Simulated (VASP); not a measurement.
Wanted: the native input for a VASP 6.6.1 run.

```
Task                   : single point
Functional             : PBE
Potentials or basis    : VASP PAW PBE potentials, release 64 (Mg)
Cutoff                 : 520 eV
k mesh                 : 7 × 7 × 4
Occupations            : methfessel-paxton, width 0.3 eV
Spin                   : no spin polarisation
Dipole correction      : no
Further INCAR settings : ALGO = Normal; EDIFF = 1e-06; NBANDS = 9
```

The structure of Mg lies in POSCAR:

```
Mg
1.0
    3.2093000000      0.0000000000      0.0000000000
   -1.6046500000      2.7793400000      0.0000000000
    0.0000000000      0.0000000000      5.2103000000
Mg
2
Direct
    0.3261400000      0.6596100000      0.2498008405
    0.6633600000      0.3421200000      0.7494500000
```

These files were run (other wordings do the same):

INCAR

```
PREC     = Accurate       # precision mode
ENCUT    = 520            # plane-wave cutoff, eV
EDIFF    = 1E-6           # SCF threshold, eV
ISMEAR   = 1              # smearing method
SIGMA    = 0.3            # smearing width, eV
LREAL    = F              # projectors in reciprocal space
LASPH    = T              # aspherical terms in the spheres
NELM     = 80             # most SCF steps
ALGO     = Normal         # electronic algorithm
ISIF     = 2              # what is computed and relaxed
LWAVE    = F              # write WAVECAR
LCHARG   = F              # write CHGCAR
GGA      = PE             # functional
NBANDS   = 9              # bands
```

KPOINTS

```
Automatic mesh
0
Gamma
  7 7 4
```

Potentials or basis: VASP PAW PBE potentials, release 64 (Mg).

Command:

```sh
$ cat potpaw_PBE.64/Mg/POTCAR > POTCAR
$ mpirun -np 1 vasp_std > vasp.out
```

It gave:

| Property | Result |
| --- | --- |
| Pressure | -0.4 GPa |
| Largest force | 0.029 eV/Å |
| Band gap on the k mesh | zero (bands 2 and 3 overlap by 2.03 eV) |

Caveat: so wide a smearing shifts energies and pressures.

Run time: 31 s on 1 thread of Intel Xeon 8259CL (shared host), peak memory 0.18 GiB.
